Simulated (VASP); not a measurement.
Set up this calculation in VASP 6.6.1, as the native input.

```
Task                   : relaxation of cell and atoms
Functional             : PBE
Potentials or basis    : VASP PAW PBE potentials, release 64 (Al, Ga_d, P)
Cutoff                 : 600 eV
k mesh                 : 6 × 6 × 6
Occupations            : gaussian, width 0.1 eV
Spin                   : no spin polarisation
Dipole correction      : no
Further INCAR settings : ALGO = Normal; EDIFF = 1e-06; IBRION = 2; EDIFFG = -0.04; NSW = 90; ISIF = 3
```

The structure of Al2GaP2 lies in POSCAR:

```
Al2GaP2
1.0
   -2.1083063700      2.1083063700      4.9185807300
    2.1083063700     -2.1083063700      4.9185807300
    2.1083063700      2.1083063700     -4.9185807300
Al Ga P
2 1 2
Direct
    0.3750000000      0.3750000000      0.0000000000
    0.6250000000      0.6250000000      0.0000000000
    0.0000000000      0.0000000000      0.0000000000
    0.7500000000      0.2500000000      0.5000000000
    0.2500000000      0.7500000000      0.5000000000
```

The cell was generated, and may not be a known phase.

These files were run (other wordings do the same):

INCAR

```
PREC = Accurate ; ENCUT = 600
EDIFF = 1E-6 ; ISMEAR = 0
SIGMA = 0.1 ; LREAL = False
LASPH = True ; NELM = 100
ALGO = Normal ; ISIF = 3
LWAVE = False ; LCHARG = False
GGA = PE ; IBRION = 2
NSW = 90 ; EDIFFG = -0.04
```

KPOINTS

```
regular mesh
0
Gamma
  6 6 6
```

Potentials or basis: VASP PAW PBE potentials, release 64 (Al, Ga_d, P).

Launch:

```sh
$ cat potpaw_PBE.64/Al/POTCAR potpaw_PBE.64/Ga_d/POTCAR potpaw_PBE.64/P/POTCAR > POTCAR
$ mpirun -np 1 vasp_std > vasp.out
```

It gave:

| Quantity | Value |
| --- | --- |
| Relaxed volume | 19.29 Å³/atom |
| Relaxed cell | a = 5.574 Å, b = 5.574 Å, c = 5.574 Å, α = 131.01°, β = 131.01°, γ = 71.79° |
| Space group after relaxing (to 0.1 Å) | I4/mmm (No. 139) |
| Energy gained by relaxing | 84.1 meV/atom |
| Ionic steps | 14 |
| Pressure after relaxing | -0.1 GPa |
| Band gap on the k mesh | zero (an odd number of electrons rules out a gap without spin polarisation) |

It took 17 min on 1 thread of Intel Xeon 8259CL, with other jobs on the host, peak memory 0.37 GiB.
